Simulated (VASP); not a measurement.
# Si2P3 (P-3m1) in VASP: a series of runs

The runs below take Si2P3 through single point, with PBE.

Program: VASP 6.6.1. These are calculated values, not measurements. Logs are shortened: lines on timing, memory, paths and dates and some standing lists are left out, and cuts for length are marked.

**1. The cell of the first run**

The structure is trigonal, space group P-3m1 (No. 164). Conventional cell: a = 4.214 Å, b = 4.214 Å, c = 5.088 Å, α = 90.00°, β = 90.00°, γ = 120.00°. Within 3.3 Å of Si (site symmetry 3m) lie 8 P at 2.48 to 2.72 Å and 3 Si at 2.81 Å. P (site symmetry -3m) has 6 Si at 2.53 Å and 6 P at 3.09 Å within 3.3 Å. Within 3.3 Å of P (site symmetry 3m) lie 5 Si at 2.48 to 2.72 Å and 6 P at 2.75 to 3.09 Å.

**2. Single point, PBE**

The input, INCAR:

```
SYSTEM = Si2P3
PREC = Accurate ; ENCUT = 520
EDIFF = 1E-7 ; ISMEAR = 0
SIGMA = 0.1 ; LREAL = .False.
LASPH = .True. ; NELM = 80
ALGO = Normal ; ISIF = 2
LWAVE = .False. ; LCHARG = .True.
GGA = PE ; LELF = .True.
LVHAR = .True. ; NBANDS = 20
```

The input, KPOINTS:

```
Automatic mesh
0
Gamma
  6 6 4
  0 0 0
```

The input, POSCAR:

```
Si2P3
1.0
    4.2137979996      0.0000000000      0.0000000000
   -2.1068989998      3.6492561140      0.0000000000
    0.0000000000      0.0000000000      5.0877724875
Si P
2 3
Direct
    0.3333333333      0.6666666667      0.1380000000
    0.6666666667      0.3333333333      0.8620000000
    0.0000000000      0.0000000000      0.0000000000
    0.3333333333      0.6666666667      0.6250000000
    0.6666666667      0.3333333333      0.3750000000
```

Potentials or basis: VASP PAW PBE potentials, release 64 (Si, P).

Command:

```bash
$ cat potpaw_PBE.64/Si/POTCAR potpaw_PBE.64/P/POTCAR > POTCAR
$ mpirun -np 1 vasp_std > vasp.out
```

OUTCAR:

```text
SYSTEM = Si2P3
   PREC = Accurate
   ENCUT = 520
   EDIFF = 1E-7
   ISMEAR = 0
   LREAL = .False.
   LASPH = .True.
   NELM = 80
   ISIF = 2
   GGA = PE

 ion  position               nearest neighbor table
   1  0.333  0.667  0.138-   4 2.48   3 2.53   3 2.53   3 2.53   4 2.61   5 2.72   5 2.72   5 2.72
                             2 2.81   2 2.81   2 2.81
   2  0.667  0.333  0.862-   5 2.48   3 2.53   3 2.53   3 2.53   5 2.61   4 2.72   4 2.72   4 2.72
                             1 2.81   1 2.81   1 2.81
   3  0.000  0.000  0.000-   1 2.53   2 2.53   1 2.53   2 2.53   2 2.53   1 2.53
   4  0.333  0.667  0.625-   1 2.48   1 2.61   2 2.72   2 2.72   2 2.72   5 2.75   5 2.75   5 2.75

   5  0.667  0.333  0.375-   2 2.48   2 2.61   1 2.72   1 2.72   1 2.72   4 2.75   4 2.75   4 2.75

  LATTYP: Found a hexagonal cell.
 ALAT       =     4.2137979996
 C/A-ratio  =     1.2074077799

  Lattice vectors:

 A1 = (   4.2137979996,   0.0000000000,   0.0000000000)
 A2 = (  -2.1068989998,   3.6492561140,   0.0000000000)
 A3 = (   0.0000000000,   0.0000000000,   5.0877724875)

Analysis of symmetry for initial positions (statically):
=====================================================================
 Subroutine PRICEL returns:
 Original cell was already a primitive cell.

 Routine SETGRP: Setting up the symmetry group for a
 hexagonal supercell.

 Subroutine GETGRP returns: Found 12 space group operations
 (whereof 12 operations were pure point group operations)
 out of a pool of 24 trial point group operations.

The static configuration has the point symmetry D_3d.

Analysis of symmetry for dynamics (positions and initial velocities):
=====================================================================
 Subroutine PRICEL returns:
 Original cell was already a primitive cell.

 Routine SETGRP: Setting up the symmetry group for a
 hexagonal supercell.

 Subroutine GETGRP returns: Found 12 space group operations
 (whereof 12 operations were pure point group operations)
 out of a pool of 24 trial point group operations.

The dynamic configuration has the point symmetry D_3d.

 Subroutine INISYM returns: Found 12 space group operations
 (whereof 12 operations are pure point group operations),
 and found     1 'primitive' translations

----------------------------------------------------------------------------------------

                                     Primitive cell

  volume of cell :      78.2358

  direct lattice vectors                    reciprocal lattice vectors
     4.213798000  0.000000000  0.000000000     0.237315600  0.137014225  0.000000000
    -2.106899000  3.649256114  0.000000000     0.000000000  0.274028451  0.000000000
     0.000000000  0.000000000  5.087772487     0.000000000  0.000000000  0.196549669

  length of vectors
     4.213798000  4.213798000  5.087772487     0.274028451  0.274028451  0.196549669

  position of ions in fractional coordinates (direct lattice)
     0.333333333  0.666666667  0.138000000
     0.666666667  0.333333333  0.862000000
     0.000000000  0.000000000  0.000000000
     0.333333333  0.666666667  0.625000000
     0.666666667  0.333333333  0.375000000

  ion indices of the primitive-cell ions
   primitive index   ion index
                 1           1
                 2           2
                 3           3
                 4           4
                 5           5

----------------------------------------------------------------------------------------

 KPOINTS: Automatic mesh

Automatic generation of k-mesh.
 Grid dimensions read from file:
 generate k-points for:    6    6    4

 Generating k-lattice:

  Cartesian coordinates                     Fractional coordinates (reciprocal lattice)
     0.039552600  0.022835704  0.000000000     0.166666667  0.000000000  0.000000000
     0.000000000  0.045671408  0.000000000     0.000000000  0.166666667  0.000000000
     0.000000000  0.000000000  0.049137417     0.000000000  0.000000000  0.250000000

  Length of vectors
     0.045671408  0.045671408  0.049137417

  Shift w.r.t. Gamma in fractional coordinates (k-lattice)
     0.000000000  0.000000000  0.000000000

 Subroutine IBZKPT returns following result:
 ===========================================

 Found     24 irreducible k-points:

 Following reciprocal coordinates:
            Coordinates               Weight
  0.000000  0.000000  0.000000      1.000000
  0.166667  0.000000  0.000000      6.000000
  0.333333  0.000000  0.000000      6.000000
  0.500000  0.000000  0.000000      3.000000
  0.166667  0.166667  0.000000      6.000000
  0.333333  0.166667  0.000000     12.000000
[... 16 lines left out ...]
  0.333333  0.166667  0.500000     12.000000
  0.333333  0.333333  0.500000      2.000000
   k-points           NKPTS =     24   k-points in BZ     NKDIM =     24   number of bands    NBANDS=     20
   number of dos      NEDOS =    301   number of ions     NIONS =      5
   total plane-waves  NPLWV =  40960
   dimension x,y,z NGX =    32 NGY =   32 NGZ =   40
   dimension x,y,z NGXF=    64 NGYF=   64 NGZF=   80
   ions per type =               2   3
   NGX,Y,Z   is equivalent  to a cutoff of  12.62, 12.62, 13.07 a.u.
   NGXF,Y,Z  is equivalent  to a cutoff of  25.25, 25.25, 26.14 a.u.
 SYSTEM =  Si2P3
   PREC   = accura    normal or accurate (medium, high low for compatibility)
   ISTART =      0    job   : 0-new  1-cont  2-samecut
   ICHARG =      2    charge: 1-file 2-atom 10-const
   ISPIN  =      1    spin polarized calculation?
   LNONCOLLINEAR =      F non collinear calculations
   LSORBIT =      F    spin-orbit coupling
   LASPH  =      T    aspherical Exc in radial PAW
   ENCUT  =  520.0 eV  38.22 Ry    6.18 a.u.   7.83  7.83  9.46*2*pi/ulx,y,z
   NELM   =     80;   NELMIN=  2; NELMDL= -5     # of ELM steps
   EDIFF  = 0.1E-06   stopping-criterion for ELM
   LREAL  =      F    real-space projection
   EDIFFG = 0.1E-05   stopping-criterion for IOM
   NSW    =      0    number of steps for IOM
   IBRION =     -1    ionic relax: 0-MD 1-quasi-New 2-CG
   NFREE  =      0    steps in history (QN), initial steepest desc. (CG)
   ISIF   =      2    stress and relaxation
   ISYM   =      2    0-nonsym 1-usesym 2-fastsym
   POTIM  = 0.5000    time-step for ionic-motion
   TEBEG  =    0.0;   TEEND  =   0.0 temperature during run
   PSTRESS=    0.0 pullay stress
   NELECT =      23.0000    total number of electrons
   NUPDOWN=      -1.0000    fix difference up-down
   EMIN   =  10.00;   EMAX   =-10.00  energy-range for DOS
   EFERMI =   0.00;   METHOD = LEGACY
   ISMEAR =     0;   SIGMA  =   0.10  broadening in eV -4-tet -1-fermi 0-gaus
   EFERMI_NEDOS =   21; number of points for ismear=-14 and -15
   IALGO  =     38    algorithm
   IMIX   =      4    mixing-type and parameters
     AMIX     =   0.40;   BMIX     =  1.00
     AMIX_MAG =   1.60;   BMIX_MAG =  1.00
  volume/ion in A,a.u.               =      15.65       105.59
  Fermi-wavevector in a.u.,A,eV,Ry     =   1.088551  2.057064 16.122138  1.184944
  Thomas-Fermi vector in A             =   2.224735
   LORBIT       =      0    0 simple, 1 ext, 2 COOP (PROOUT), +10 PAW based schemes
   GGA     = PE    functional components
   LHFCALC =     F    Hartree Fock is set to
   AEXX    =    0.0000 exact exchange contribution
   IVDW    =     0    specifies the selected vdW correction
   LEPSILON=     F    determine dielectric tensor
   LRPA    =     F    only Hartree local field effects (RPA)
 non-spin polarized calculation
 Gauss-broadening in eV      SIGMA  =   0.10
  energy-cutoff  :      520.00
  volume of cell :       78.24
 maximum number of plane-waves:      2125
 NGX is ok and might be reduce to    32
   NGX = 15   NGY = 15   NGZ = 19

 number of electron      23.0000000 magnetization

 Free energy of the ion-electron system (eV)
  ---------------------------------------------------
  ext. energy  EPLUGINS =         0.00000000
  ---------------------------------------------------
  free energy    TOTEN  =       -23.95181810 eV

  energy without entropy =      -23.93805611  energy(sigma->0) =      -23.94493711

 E-fermi :   8.8085     XC(G=0): -10.8574

 val. band max:        8.7740553841   @ k =   0.1667   0.0000   0.5000
 cond. band min:       8.8217547456   @ k =   0.0000   0.3333   0.2500
 fundamental gap:      0.0476993615
 Fermi energy:         8.8084964141

 k-point     1 :       0.0000    0.0000    0.0000
  band No.  band energies     occupation
      1      -6.5462      2.00000
      2      -2.0586      2.00000
      3      -0.8003      2.00000
      4       2.4695      2.00000
      5       4.1289      2.00000
      6       4.1289      2.00000
[... 12 lines left out ...]
     19      12.8253      0.00000
     20      12.8253      0.00000

 k-point     2 :       0.1667    0.0000    0.0000
  band No.  band energies     occupation
      1      -6.2642      2.00000
      2      -1.9456      2.00000
      3      -0.7584      2.00000
      4       1.0703      2.00000
      5       2.5681      2.00000
      6       3.0305      2.00000
[... 12 lines left out ...]
     19      13.8069      0.00000
     20      14.2766      0.00000

 k-point     3 :       0.3333    0.0000    0.0000
  band No.  band energies     occupation
      1      -5.4307      2.00000
      2      -2.4095      2.00000
      3      -1.0671      2.00000
      4       0.6642      2.00000
      5       1.6260      2.00000
      6       2.2360      2.00000
[... 12 lines left out ...]
     19      15.1141      0.00000
     20      15.9921      0.00000

 k-point     4 :       0.5000    0.0000    0.0000
  band No.  band energies     occupation
      1      -4.2826      2.00000
      2      -3.8395      2.00000
      3      -0.8861      2.00000
      4       0.8048      2.00000
      5       1.8036      2.00000
      6       1.9666      2.00000
[... 429 lines left out ...]
 k-point    23 :       0.3333    0.1667    0.5000
  band No.  band energies     occupation
      1      -3.6959      2.00000
      2      -3.2723      2.00000
      3      -1.9810      2.00000
      4      -1.1115      2.00000
      5       0.1109      2.00000
      6       2.9948      2.00000
[... 12 lines left out ...]
     19      14.6384      0.00000
     20      15.0170      0.00000

 k-point    24 :       0.3333    0.3333    0.5000
  band No.  band energies     occupation
      1      -2.7816      2.00000
      2      -2.6199      2.00000
      3      -2.6199      2.00000
      4      -1.4069      2.00000
      5      -1.4069      2.00000
      6       2.3734      2.00000
[... 12 lines left out ...]
     19      15.8909      0.00000
     20      15.8909      0.00000

------------------------ aborting loop because EDIFF is reached ----------------------------------------

  FORCE on cell =-STRESS in cart. coord.  units (eV):
  Direction    XX          YY          ZZ          XY          YZ          ZX
  --------------------------------------------------------------------------------------
  -------------------------------------------------------------------------------------
  Total        0.1966431      0.1966431      0.7924969      0.0000000     -0.0000000      0.0000000
  in kB        4.0270179      4.0270179     16.2293989      0.0000000     -0.0000000      0.0000000
  external PRESSURE =       8.0944782 kB  Pullay stress =       0.0000000 kB

 VOLUME and BASIS-vectors are now :
 -----------------------------------------------------------------------------
  energy-cutoff  :      520.00
  volume of cell :       78.24
      direct lattice vectors                 reciprocal lattice vectors
     4.213798000  0.000000000  0.000000000     0.237315600  0.137014225  0.000000000
    -2.106899000  3.649256114  0.000000000     0.000000000  0.274028451  0.000000000
     0.000000000  0.000000000  5.087772487     0.000000000  0.000000000  0.196549669

 POSITION                                       TOTAL-FORCE (eV/Angst)
 -----------------------------------------------------------------------------------
     -0.00000      2.43284      0.70211         0.000000      0.000000      0.949953
      2.10690      1.21642      4.38566        -0.000000     -0.000000     -0.949953
      0.00000      0.00000      0.00000         0.000000      0.000000      0.000000
     -0.00000      2.43284      3.17986        -0.000000     -0.000000     -0.636371
      2.10690      1.21642      1.90791         0.000000      0.000000      0.636371
 -----------------------------------------------------------------------------------
    total drift:                               -0.000000      0.000000     -0.000000

  FREE ENERGIE OF THE ION-ELECTRON SYSTEM (eV)
  ---------------------------------------------------
  free  energy   TOTEN  =       -23.9518181048 eV

  energy  without entropy=      -23.9380561120  energy(sigma->0) =      -23.94493711
```

Wall time 36 s (1 thread of Intel Xeon Platinum 8488C (Sapphire Rapids), shared host); peak memory 0.19 GiB.

Results:

```yaml
Free_energy: -23.9518 eV
Pressure: 0.8 GPa
Largest_force: 0.950 eV/Å
```

Forces in eV/Å, atoms in the order of the input:
```
Si   0.000  0.000  0.950
Si   0.000  0.000 -0.950
P    0.000  0.000  0.000
P    0.000  0.000 -0.636
P    0.000  0.000  0.636
```

Stress tensor (GPa, compression positive):
```
0.40 0.00 0.00
0.00 0.40 0.00
0.00 0.00 1.62
```

**3. Single point, PBE**

This run uses another cell than the first one, of 16.11 Å³/atom, 1.030 times its volume.

The input, INCAR:

```
ALGO     = Normal         # electronic algorithm
EDIFF    = 1E-6           # SCF threshold, eV
ENCUT    = 520            # plane-wave cutoff, eV
GGA      = PE             # functional
ISIF     = 2              # what is computed and relaxed
ISMEAR   = 0              # smearing method
LASPH    = T              # aspherical terms in the spheres
LCHARG   = F              # write CHGCAR
LREAL    = F              # projectors in reciprocal space
LWAVE    = F              # write WAVECAR
NBANDS   = 20             # bands
NELM     = 60             # most SCF steps
PREC     = Accurate       # precision mode
SIGMA    = 0.1            # smearing width, eV
```

The input, KPOINTS:

```
k-points
0
Gamma
  6 6 4
```

The input, POSCAR:

```
Si2P3
1.0
    3.4650425768      0.0000000000      0.0000000000
   -1.7325212884      3.0008148967      0.0000000000
    0.0000000000      0.0000000000      7.7479547668
Si P
2 3
Direct
    0.3333333333      0.6666666667      0.1987595902
    0.6666666667      0.3333333333      0.8012404098
    0.0000000000      0.0000000000      0.0000000000
    0.3333333333      0.6666666667      0.6455489993
    0.6666666667      0.3333333333      0.3544510007
```

Potentials or basis: VASP PAW PBE potentials, release 64 (Si, P).

Command:

```bash
$ cat potpaw_PBE.64/Si/POTCAR potpaw_PBE.64/P/POTCAR > POTCAR
$ mpirun -np 1 vasp_std > vasp.out
```

OUTCAR:

```text
EDIFF = 1E-6
   ENCUT = 520
   GGA = PE
   ISIF = 2
   ISMEAR = 0
   LASPH = T
   LREAL = F
   NELM = 60
   PREC = Accurate

 ion  position               nearest neighbor table
   1  0.333  0.667  0.199-   5 2.34   5 2.34   5 2.34   3 2.52   3 2.52   3 2.52
   2  0.667  0.333  0.801-   4 2.34   4 2.34   4 2.34   3 2.52   3 2.52   3 2.52
   3  0.000  0.000  0.000-   1 2.52   2 2.52   1 2.52   2 2.52   2 2.52   1 2.52
   4  0.333  0.667  0.646-   2 2.34   2 2.34   2 2.34
[... 755 lines left out ...]
  --------------------------------------------------------------------------------------
  -------------------------------------------------------------------------------------
  Total       -0.1290035     -0.1290035      0.0675147      0.0000000     -0.0000000      0.0000000
  in kB       -2.5655315     -2.5655315      1.3426847      0.0000000     -0.0000000      0.0000000
  external PRESSURE =      -1.2627928 kB  Pullay stress =       0.0000000 kB

 VOLUME and BASIS-vectors are now :
 -----------------------------------------------------------------------------
  energy-cutoff  :      520.00
  volume of cell :       80.56
      direct lattice vectors                 reciprocal lattice vectors
     3.465042577  0.000000000  0.000000000     0.288596742  0.166621407  0.000000000
    -1.732521288  3.000814897  0.000000000     0.000000000  0.333242814  0.000000000
     0.000000000  0.000000000  7.747954767     0.000000000  0.000000000  0.129066319

 POSITION                                       TOTAL-FORCE (eV/Angst)
 -----------------------------------------------------------------------------------
     -0.00000      2.00054      1.53998        -0.000000      0.000000      0.039250
      1.73252      1.00027      6.20797         0.000000     -0.000000     -0.039250
      0.00000      0.00000      0.00000        -0.000000      0.000000     -0.000000
     -0.00000      2.00054      5.00168        -0.000000     -0.000000      0.048640
      1.73252      1.00027      2.74627         0.000000      0.000000     -0.048640
 -----------------------------------------------------------------------------------
    total drift:                                0.000000      0.000000     -0.000000

  FREE ENERGIE OF THE ION-ELECTRON SYSTEM (eV)
  ---------------------------------------------------
  free  energy   TOTEN  =       -26.3513017353 eV

  energy  without entropy=      -26.3415373913  energy(sigma->0) =      -26.34641956
```

Run time: 44 s. Hardware: 1 thread of Intel Xeon Platinum 8488C (Sapphire Rapids), shared host; peak memory 0.2 GiB.

What came out:

| Quantity | Value |
| --- | --- |
| Free energy | -26.3513 eV |
| Pressure | -0.1 GPa |
| Largest force | 0.049 eV/Å |

Forces on the atoms (eV/Å):
```
Si   0.000  0.000  0.039
Si   0.000  0.000 -0.039
P    0.000  0.000  0.000
P    0.000  0.000  0.049
P    0.000  0.000 -0.049
```
